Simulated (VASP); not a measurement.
Write the native input for VASP 6.6.1 that does the following.

- Task: single point
- Functional: PBEsol
- Potentials or basis: VASP PAW PBE potentials, release 64 (Ta_pv, N)
- Cutoff: 520 eV
- k mesh: 12 × 6 × 1
- Occupations: gaussian, width 0.1 eV
- Spin: no spin polarisation
- Dipole correction: yes
- Further INCAR settings: LREAL = Auto; ALGO = Normal; EDIFF = 1e-07; NBANDS = 78

The structure of TaN lies in POSCAR:

```
TaN
1.0
    2.8894657411      0.0000000000      0.0000000000
    0.0000000000      5.8607958163      0.0000000000
    0.0000000000      0.0000000000     24.1752860290
Ta N
8 8
Direct
    0.5000000000      0.0000000000      0.3102341784
    0.5000000000      0.5000000000      0.3102341784
    0.0000000000      0.0000000000      0.4137428084
    0.0000000000      0.5000000000      0.4137428084
    0.5000000000      0.0000000000      0.5172514383
    0.5000000000      0.5000000000      0.5172514383
    0.0000000000      0.0000000000      0.6207600683
    0.0000000000      0.5000000000      0.6207600683
    0.0000000000      0.7500000000      0.3447370551
    0.5000000000      0.2500000000      0.3792399317
    0.5000000000      0.7500000000      0.4482456850
    0.0000000000      0.2500000000      0.4827485617
    0.0000000000      0.7500000000      0.5517543150
    0.5000000000      0.2500000000      0.5862571916
    0.5000000000      0.7500000000      0.6552629449
    0.0000000000      0.2500000000      0.6897658216
```

This cell differs from its parent crystal: atoms taken out.

These files were run (other wordings do the same):

INCAR

```
SYSTEM = TaN
ALGO = Normal
DIPOL = 0.5 0.5 0.491
EDIFF = 1E-7
ENCUT = 520
GGA = PS
IDIPOL = 3
ISIF = 2
ISMEAR = 0
LASPH = .TRUE.
LCHARG = .FALSE.
LDIPOL = .TRUE.
LREAL = Auto
LWAVE = .FALSE.
NBANDS = 78
NELM = 80
PREC = Accurate
SIGMA = 0.1
```

KPOINTS

```
k-points
0
G
  12 6 1
  0 0 0
```

Potentials or basis: VASP PAW PBE potentials, release 64 (Ta_pv, N).

Command:

```console
$ cat potpaw_PBE.64/Ta_pv/POTCAR potpaw_PBE.64/N/POTCAR > POTCAR
$ mpirun -np 1 vasp_std > vasp.out
```

It gave:

```yaml
Largest_force: 4.859 eV/Å
Band_gap_on_the_k_mesh: zero (bands 64 and 65 overlap by 0.30 eV)
```

Caveat: the cell differs from its parent crystal (atoms taken out); the PAW data sets were made with another functional, which shifts forces and pressure a little; spin-orbit coupling is left out, which moves the levels of the heavy elements.

It took 26 min on 1 thread of Intel(R) Xeon(R) 6975P-C (Granite Rapids) (shared host), peak memory 0.81 GiB.
